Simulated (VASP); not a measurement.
# Ir in VASP: notebook

Ir is run at these levels: LDA; tasks: single point.

Program: VASP 6.6.1. These are calculated values, not measurements. Logs are shortened: lines on timing, memory, paths and dates and some standing lists are left out, and cuts for length are marked.

## (1) The cell of the first run

Symmetry: C2/m, No. 12, monoclinic system. The conventional cell has a = 3.990 Å, b = 2.695 Å, c = 2.727 Å, α = 90.00°, β = 112.94°, γ = 90.00°. Within 3.2 Å of Ir (site symmetry 2/m) lie 12 Ir at 2.41 to 3.00 Å.

## (2) Single point, LDA (engineering shear strain xz -0.2200, engineering shear strain yz -0.2200)

File INCAR:

```
SYSTEM = Ir
PREC     = Accurate       ! precision mode
ENCUT    = 520            ! plane-wave cutoff, eV
EDIFF    = 1E-7           ! SCF threshold, eV
ISMEAR   = 0              ! smearing method
SIGMA    = 0.15           ! smearing width, eV
LREAL    = .False.        ! projectors in reciprocal space
LASPH    = .True.         ! aspherical terms in the spheres
NELM     = 100            ! most SCF steps
ALGO     = Fast           ! electronic algorithm
ISIF     = 2              ! what is computed and relaxed
LWAVE    = .False.        ! write WAVECAR
LCHARG   = .False.        ! write CHGCAR
NBANDS   = 10             ! bands
```

File KPOINTS:

```
regular mesh
0
Gamma
  20 20 20
  0 0 0
```

File POSCAR:

```
Ir
1.0
   -0.2095946661      1.6958113896      1.6958113896
    1.6958113896     -0.2095946661      1.6958113896
    1.9054060557      1.9054060557     -0.4191893323
Ir
1
Direct
    0.0000000000      0.0000000000      0.0000000000
```

Potentials or basis: VASP PAW LDA potentials, release 64 (Ir).

On the command line:

```bash
cat potpaw_LDA.64/Ir/POTCAR > POTCAR
mpirun -np 1 vasp_std > vasp.out
```

OUTCAR:

```text
SYSTEM = Ir
   PREC = Accurate
   ENCUT = 520
   EDIFF = 1E-7
   ISMEAR = 0
   LREAL = .False.
   LASPH = .True.
   NELM = 100
   ISIF = 2

 ion  position               nearest neighbor table
   1  0.000  0.000  0.000-

  LATTYP: Found a base centered monoclinic cell.
 ALAT       =     3.9900858856
 B/A-ratio  =     0.6753366126
 C/A-ratio  =     0.6834593369
 COS(beta)  =    -0.3898427500

  Lattice vectors:

 A1 = (   0.2095946661,  -1.6958113896,  -1.6958113896)
 A2 = (  -1.6958113896,   0.2095946661,  -1.6958113896)
 A3 = (   1.9054060557,   1.9054060557,  -0.4191893323)

Analysis of symmetry for initial positions (statically):
=====================================================================
 Subroutine PRICEL returns:
 Original cell was already a primitive cell.

 Routine SETGRP: Setting up the symmetry group for a
 base centered monoclinic supercell.

 Subroutine GETGRP returns: Found  4 space group operations
 (whereof  4 operations were pure point group operations)
 out of a pool of  4 trial point group operations.

The static configuration has the point symmetry C_2h.

Analysis of symmetry for dynamics (positions and initial velocities):
=====================================================================
 Subroutine PRICEL returns:
 Original cell was already a primitive cell.

 Routine SETGRP: Setting up the symmetry group for a
 base centered monoclinic supercell.

 Subroutine GETGRP returns: Found  4 space group operations
 (whereof  4 operations were pure point group operations)
 out of a pool of  4 trial point group operations.

The dynamic configuration has the point symmetry C_2h.

 Subroutine INISYM returns: Found  4 space group operations
 (whereof  4 operations are pure point group operations),
 and found     1 'primitive' translations

----------------------------------------------------------------------------------------

                                     Primitive cell

  volume of cell :      13.5006

  direct lattice vectors                    reciprocal lattice vectors
    -0.209594666  1.695811390  1.695811390    -0.232830157  0.291992359  0.268919100
     1.695811390 -0.209594666  1.695811390     0.291992359 -0.232830157  0.268919100
     1.905406056  1.905406056 -0.419189332     0.239337999  0.239337999 -0.209756898

  length of vectors
     2.407380830  2.407380830  2.727061453     0.460203110  0.460203110  0.398200090

  position of ions in fractional coordinates (direct lattice)
     0.000000000  0.000000000  0.000000000

  ion indices of the primitive-cell ions
   primitive index   ion index
                 1           1

----------------------------------------------------------------------------------------

 KPOINTS: regular mesh

Automatic generation of k-mesh.
 Grid dimensions read from file:
 generate k-points for:   20   20   20

 Generating k-lattice:

  Cartesian coordinates                     Fractional coordinates (reciprocal lattice)
    -0.011641508  0.014599618  0.013445955     0.050000000 -0.000000000 -0.000000000
     0.014599618 -0.011641508  0.013445955    -0.000000000  0.050000000 -0.000000000
     0.011966900  0.011966900 -0.010487845     0.000000000  0.000000000  0.050000000

  Length of vectors
     0.023010155  0.023010155  0.019910005

  Shift w.r.t. Gamma in fractional coordinates (k-lattice)
     0.000000000  0.000000000  0.000000000

 Subroutine IBZKPT returns following result:
 ===========================================

 Found   2112 irreducible k-points:

 Following reciprocal coordinates:
            Coordinates               Weight
  0.000000  0.000000  0.000000      1.000000
  0.050000  0.000000  0.000000      4.000000
  0.100000  0.000000  0.000000      4.000000
  0.150000  0.000000 -0.000000      4.000000
  0.200000  0.000000  0.000000      4.000000
  0.250000  0.000000  0.000000      4.000000
[... 16 lines left out ...]
 -0.400000  0.050000  0.000000      4.000000
 -0.350000  0.050000 -0.000000      4.000000
 [... further k-points ...]
   k-points           NKPTS =   2112   k-points in BZ     NKDIM =   2112   number of bands    NBANDS=     10
   number of dos      NEDOS =    301   number of ions     NIONS =      1
   total plane-waves  NPLWV =   6480
   dimension x,y,z NGX =    18 NGY =   18 NGZ =   20
   dimension x,y,z NGXF=    36 NGYF=   36 NGZF=   40
   ions per type =               1
   NGX,Y,Z   is equivalent  to a cutoff of  12.43, 12.43, 12.19 a.u.
   NGXF,Y,Z  is equivalent  to a cutoff of  24.86, 24.86, 24.38 a.u.
 SYSTEM =  Ir
   PREC   = accura    normal or accurate (medium, high low for compatibility)
   ISTART =      0    job   : 0-new  1-cont  2-samecut
   ICHARG =      2    charge: 1-file 2-atom 10-const
   ISPIN  =      1    spin polarized calculation?
   LNONCOLLINEAR =      F non collinear calculations
   LSORBIT =      F    spin-orbit coupling
   LASPH  =      T    aspherical Exc in radial PAW
[... 30 lines left out ...]
   IVDW    =     0    specifies the selected vdW correction
   LEPSILON=     F    determine dielectric tensor
   LRPA    =     F    only Hartree local field effects (RPA)
 non-spin polarized calculation
 RMM-DIIS sequential band-by-band and
 Gauss-broadening in eV      SIGMA  =   0.15
  energy-cutoff  :      520.00
  volume of cell :       13.50
 maximum number of plane-waves:       375
 NGX is ok and might be reduce to    18
   NGX =  9   NGY =  9   NGZ = 11

 number of electron       9.0000001 magnetization

 Free energy of the ion-electron system (eV)
  ---------------------------------------------------
  ext. energy  EPLUGINS =         0.00000000
  ---------------------------------------------------
  free energy    TOTEN  =        -9.17183047 eV

  energy without entropy =       -9.15755025  energy(sigma->0) =       -9.16469036

 E-fermi :  10.9645     XC(G=0): -14.3322

 val. band max:       10.9629548420   @ k =   0.2500   0.0500   0.2000
 cond. band min:      10.9651807740   @ k =  -0.2500   0.1500   0.2500
 fundamental gap:      0.0022259320
 Fermi energy:        10.9644565455

 k-point     1 :       0.0000    0.0000    0.0000
  band No.  band energies     occupation
      1      -0.4241      2.00000
      2       4.6111      2.00000
      3       5.1054      2.00000
      4       9.5514      2.00000
      5      10.9909      0.80316
      6      11.1386      0.10060
      7      24.1348      0.00000
      8      28.3393      0.00000
      9      31.9137      0.00000
     10      36.7822      0.00000

 k-point     2 :       0.0500    0.0000    0.0000
  band No.  band energies     occupation
      1      -0.2979      2.00000
      2       4.6658      2.00000
      3       5.1336      2.00000
      4       9.5438      2.00000
      5      10.8880      1.52889
      6      11.0761      0.29254
      7      24.3765      0.00000
      8      28.4981      0.00000
      9      31.5845      0.00000
     10      36.7274      0.00000

 k-point     3 :       0.1000    0.0000    0.0000
  band No.  band energies     occupation
      1       0.0654      2.00000
      2       4.7998      2.00000
      3       5.2338      2.00000
      4       9.5512      2.00000
      5      10.5523      1.99990
      6      10.9688      0.96742
      7      25.0317      0.00000
      8      28.7202      0.00000
      9      31.0388      0.00000
     10      36.8385      0.00000

 k-point     4 :       0.1500    0.0000   -0.0000
  band No.  band energies     occupation
      1       0.6165      2.00000
      2       4.9166      2.00000
      3       5.4672      2.00000
      4       9.6406      2.00000
      5      10.0996      2.00000
      6      10.8378      1.76764
      7      25.8653      0.00000
      8      28.2379      0.00000
      9      31.3622      0.00000
     10      36.7739      0.00000
[... 222 lines left out ...]
 k-point    22 :      -0.4500    0.0500   -0.0000
  band No.  band energies     occupation
      1       2.5138      2.00000
      2       4.9654      2.00000
      3       9.1560      2.00000
      4       9.7820      2.00000
      5      10.6669      1.99498
      6      12.8657      0.00000
      7      20.3813      0.00000
      8      25.8011      0.00000
      9      28.8342      0.00000
     10      34.8211      0.00000

 k-point    23 :      -0.4000    0.0500    0.0000
  band No.  band energies     occupation
      1       2.5280      2.00000
      2       5.0580      2.00000
      3       8.5990      2.00000
      4       9.7743      2.00000
      5      10.4914      1.99999
      6      12.5429      0.00000
      7      20.8425      0.00000
      8      26.3970      0.00000
      9      29.2420      0.00000
     10      35.5139      0.00000

 k-point    24 :      -0.3500    0.0500   -0.0000
  band No.  band energies     occupation
      1       2.5273      2.00000
      2       5.1416      2.00000
      3       7.8891      2.00000
      4       9.7224      2.00000
      5      10.0326      2.00000
      6      12.1565      0.00000
      7      21.8131      0.00000
      8      27.1806      0.00000
      9      30.0618      0.00000
     10      36.1617      0.00000

 [... further k-points ...]

------------------------ aborting loop because EDIFF is reached ----------------------------------------

  FORCE on cell =-STRESS in cart. coord.  units (eV):
  Direction    XX          YY          ZZ          XY          YZ          ZX
  --------------------------------------------------------------------------------------
  -------------------------------------------------------------------------------------
  Total        3.3851032      3.3851032      6.9491747     -0.1574548      4.1471663      4.1471664
  in kB      401.7251868    401.7251868    824.6893428    -18.6858593    492.1625942    492.1625994
  external PRESSURE =     542.7132388 kB  Pullay stress =       0.0000000 kB

 VOLUME and BASIS-vectors are now :
 -----------------------------------------------------------------------------
  energy-cutoff  :      520.00
  volume of cell :       13.50
      direct lattice vectors                 reciprocal lattice vectors
    -0.209594666  1.695811390  1.695811390    -0.232830157  0.291992359  0.268919100
     1.695811390 -0.209594666  1.695811390     0.291992359 -0.232830157  0.268919100
     1.905406056  1.905406056 -0.419189332     0.239337999  0.239337999 -0.209756898

 POSITION                                       TOTAL-FORCE (eV/Angst)
 -----------------------------------------------------------------------------------
      0.00000      0.00000      0.00000         0.000000      0.000000      0.000000
 -----------------------------------------------------------------------------------
    total drift:                                0.000000      0.000000     -0.000000

  FREE ENERGIE OF THE ION-ELECTRON SYSTEM (eV)
  ---------------------------------------------------
  free  energy   TOTEN  =        -9.1718304709 eV

  energy  without entropy=       -9.1575502467  energy(sigma->0) =       -9.16469036
```

It took 2.8 min on 1 thread of Intel Xeon Platinum 8488C (Sapphire Rapids), shared host; peak memory 0.39 GiB.

What came out:

```
Free energy            : -9.1718 eV
Pressure               : 54.3 GPa
Band gap on the k mesh : zero (an odd number of electrons rules out a gap without spin polarisation)
```

Levels at points of the mesh, in eV from the Fermi level:
```
           k point  band 1  band 2  band 3  band 4  band 5  band 6  band 7  band 8
(0.00, 0.00, 0.00)  -11.39   -6.35   -5.86   -1.41    0.03    0.17   13.17   17.37
(0.50, 0.00, 0.00)   -8.59   -6.07   -1.31   -1.05   -0.44    1.72    9.43   14.42
(0.50, 0.50, 0.00)   -8.82   -7.30   -0.37    0.31    2.80    3.80   12.08   13.05
(0.00, 0.00, 0.50)   -9.19   -5.92   -2.38   -1.66    0.24    1.23    4.92   16.20
(0.50, 0.00, 0.50)   -8.54   -7.94    0.66    1.42    2.30    2.60    8.56   12.29
(0.50, 0.50, 0.50)   -8.57   -6.09   -3.69    1.17    2.47    3.60   12.29   12.44
```

Caveat: the cell differs from its parent crystal (engineering shear strain xz -0.2200, engineering shear strain yz -0.2200); the cell stands under pressure; spin-orbit coupling is left out, which moves the levels of the heavy elements.

## (3) Single point, LDA (engineering shear strain xz -0.2200, engineering shear strain yz -0.1467)

File INCAR:

```
PREC = Accurate
ENCUT = 520
EDIFF = 1E-6
ISMEAR = 0
SIGMA = 0.15
LREAL = F
LASPH = T
NELM = 100
ALGO = Fast
ISIF = 2
LWAVE = F
LCHARG = F
NBANDS = 10
```

File KPOINTS:

```
regular mesh
0
Gamma
  20 20 20
```

File POSCAR:

```
Ir
1.0
   -0.2095946661      1.7656445215      1.7656445215
    1.6958113896     -0.1397615342      1.6958113896
    1.9054060557      1.9054060557     -0.3493562003
Ir
1
Direct
    0.0000000000      0.0000000000      0.0000000000
```

Potentials or basis: VASP PAW LDA potentials, release 64 (Ir).

On the command line:

```bash
cat potpaw_LDA.64/Ir/POTCAR > POTCAR
mpirun -np 1 vasp_std > vasp.out
```

It took 5.1 min on 1 thread of Intel Xeon Platinum 8488C (Sapphire Rapids), shared host; peak memory 0.64 GiB.

It converged, with:

```
Free energy            : -9.4609 eV
Pressure               : 40.6 GPa
Band gap on the k mesh : zero (an odd number of electrons rules out a gap without spin polarisation)
```

Stress tensor (GPa, compression positive):
```
41.67  0.60 57.44
 0.60 19.53 33.26
57.44 33.26 60.68
```

Levels at points of the mesh, in eV from the Fermi level:
```tsv
k point	band 1	band 2	band 3	band 4	band 5	band 6	band 7	band 8	band 9
(0.00, 0.00, 0.00)	-11.33	-5.99	-5.44	-1.74	-0.21	-0.13	13.58	17.33	20.80
(0.50, 0.00, 0.00)	-8.60	-5.82	-1.40	-0.97	-0.86	1.93	8.21	14.50	18.46
(0.00, 0.50, 0.00)	-8.34	-5.91	-1.71	-0.62	-0.08	1.64	9.69	14.19	17.48
(0.50, 0.50, 0.00)	-8.51	-7.43	-0.05	0.70	2.54	3.24	12.06	12.58	12.85
(0.00, 0.00, 0.50)	-8.99	-5.54	-2.13	-2.01	0.15	1.37	5.36	15.73	20.86
(0.50, 0.00, 0.50)	-8.53	-7.78	0.97	1.70	2.06	2.40	8.38	11.59	16.98
(0.00, 0.50, 0.50)	-8.32	-7.79	0.43	1.34	2.32	2.51	9.71	12.28	15.36
(0.50, 0.50, 0.50)	-8.36	-5.81	-3.53	1.04	1.84	3.00	11.55	12.58	16.95
```

Caveat: the cell differs from its parent crystal (engineering shear strain xz -0.2200, engineering shear strain yz -0.1467); the cell stands under pressure; spin-orbit coupling is left out, which moves the levels of the heavy elements.

## (4) Single point, LDA (engineering shear strain xz -0.2200, engineering shear strain yz -0.1100)

File INCAR:

```
SYSTEM = Ir
PREC = Accurate
ENCUT = 520
EDIFF = 1E-6
ISMEAR = 0
SIGMA = 0.15
LREAL = .FALSE.
LASPH = .TRUE.
NELM = 80
ALGO = Fast
ISIF = 2
LWAVE = .FALSE.
LCHARG = .FALSE.
GGA = CA
NBANDS = 10
```

File KPOINTS:

```
regular mesh
0
G
  20 20 20
  0 0 0
```

File POSCAR:

```
Ir
1.0
   -0.2095946661      1.8006087226      1.8006087226
    1.6958113896     -0.1047973331      1.6958113896
    1.9054060557      1.9054060557     -0.3143919992
Ir
1
Direct
    0.0000000000      0.0000000000      0.0000000000
```

On the command line:

```bash
cat potpaw_LDA.64/Ir/POTCAR > POTCAR
mpirun -np 1 vasp_std > vasp.out
```

It took 8.1 min on 1 thread of Intel Xeon 8259CL, shared host; peak memory 0.64 GiB.

Results (log left out):

```yaml
Free_energy: -9.5615 eV
Pressure: 35.9 GPa
Band_gap_on_the_k_mesh: zero (an odd number of electrons rules out a gap without spin polarisation)
```

Stress tensor (GPa, compression positive):
```
42.73  0.75 60.16
 0.75 11.62 25.42
60.16 25.42 53.21
```

Levels at points of the mesh, in eV from the Fermi level:
```
           k point  band 2  band 3  band 4  band 5  band 6  band 7
(0.00, 0.00, 0.00)   -5.84   -5.35   -1.83   -0.32   -0.27   13.75
(0.50, 0.00, 0.00)   -5.72   -1.57   -1.07   -0.82    1.96    7.68
(0.00, 0.50, 0.00)   -5.85   -2.01   -0.30    0.10    1.64    9.82
(0.50, 0.50, 0.00)   -7.51    0.06    0.88    2.45    2.95   12.05
(0.00, 0.00, 0.50)   -5.45   -2.10   -2.01    0.03    1.48    5.59
(0.50, 0.00, 0.50)   -7.74    1.12    1.79    1.96    2.26    8.31
(0.00, 0.50, 0.50)   -7.74    0.34    1.31    2.32    2.46   10.30
(0.50, 0.50, 0.50)   -5.75   -3.40    0.95    1.53    2.69   11.17
```

Caveat: the cell differs from its parent crystal (engineering shear strain xz -0.2200, engineering shear strain yz -0.1100); the cell stands under pressure; spin-orbit coupling is left out, which moves the levels of the heavy elements.

## (5) Single point, LDA (engineering shear strain xz -0.2200, engineering shear strain yz -0.1650)

File INCAR:

```
PREC = Accurate
ENCUT = 520
EDIFF = 1E-6
ISMEAR = 0
SIGMA = 0.15
LREAL = F
LASPH = T
NELM = 100
ALGO = Fast
ISIF = 2
LWAVE = F
LCHARG = F
NBANDS = 10
```

File KPOINTS:

```
regular mesh
0
Gamma
  20 20 20
```

File POSCAR:

```
Ir
1.0
   -0.2095946661      1.7482100561      1.7482100561
    1.6958113896     -0.1571959996      1.6958113896
    1.9054060557      1.9054060557     -0.3667906657
Ir
1
Direct
    0.0000000000      0.0000000000      0.0000000000
```

On the command line:

```bash
cat potpaw_LDA.64/Ir/POTCAR > POTCAR
mpirun -np 1 vasp_std > vasp.out
```

It took 6 min on 1 thread of Intel Xeon Platinum 8375C at 2.90GHz (Ice Lake), shared host; peak memory 0.64 GiB.

Results (log left out):

```
Free energy            : -9.4000 eV
Pressure               : 43.6 GPa
Band gap on the k mesh : zero (an odd number of electrons rules out a gap without spin polarisation)
```

Stress tensor (GPa, compression positive):
```
41.06  0.22 55.59
 0.22 24.30 37.04
55.59 37.04 65.30
```

Levels at points of the mesh, in eV from the Fermi level:
```tsv
k point	band 2	band 3	band 4	band 5	band 6	band 7
(0.00, 0.00, 0.00)	-6.07	-5.51	-1.67	-0.15	-0.06	13.49
(0.50, 0.00, 0.00)	-5.87	-1.31	-1.05	-0.76	1.90	8.50
(0.00, 0.50, 0.00)	-5.94	-1.55	-0.78	-0.17	1.66	9.63
(0.50, 0.50, 0.00)	-7.39	-0.12	0.60	2.60	3.39	12.06
(0.00, 0.00, 0.50)	-5.60	-2.19	-1.95	0.20	1.32	5.25
(0.50, 0.00, 0.50)	-7.81	0.89	1.65	2.12	2.46	8.43
(0.00, 0.50, 0.50)	-7.82	0.48	1.36	2.32	2.53	9.42
(0.50, 0.50, 0.50)	-5.86	-3.58	1.08	1.99	3.16	11.75
```

Caveat: the cell differs from its parent crystal (engineering shear strain xz -0.2200, engineering shear strain yz -0.1650); the cell stands under pressure; spin-orbit coupling is left out, which moves the levels of the heavy elements.

## (6) Summary

| cell | further INCAR settings | gap on the mesh (eV) | pressure (GPa) |
| --- | --- | --- | --- |
| a = 2.407, b = 2.407, c = 2.727 Å, angles 71.2, 71.2, 68.1°, 1 atom | ALGO = Fast; EDIFF = 1e-07; NBANDS = 10 | none | 54.3 |
| a = 2.506, b = 2.402, c = 2.717 Å, angles 68.7, 69.8, 66.6°, 1 atom | ALGO = Fast; EDIFF = 1e-06; NBANDS = 10 | none | 40.6 |
| a = 2.555, b = 2.401, c = 2.713 Å, angles 67.4, 69.2, 65.9°, 1 atom | ALGO = Fast; EDIFF = 1e-06; NBANDS = 10 | none | 35.9 |
| a = 2.481, b = 2.403, c = 2.719 Å, angles 69.3, 70.2, 67.0°, 1 atom | ALGO = Fast; EDIFF = 1e-06; NBANDS = 10 | none | 43.6 |

Alike in all rows: task single point; level LDA; potentials or basis VASP PAW LDA potentials, release 64 (Ir); no spin polarisation; k mesh 20 × 20 × 20; cutoff (eV) 520; smearing gaussian 0.15 eV.

Caveats: the cell stands under pressure; spin-orbit coupling is left out, which moves the levels of the heavy elements.

Absolute energies hang on the potentials; compare differences alone.
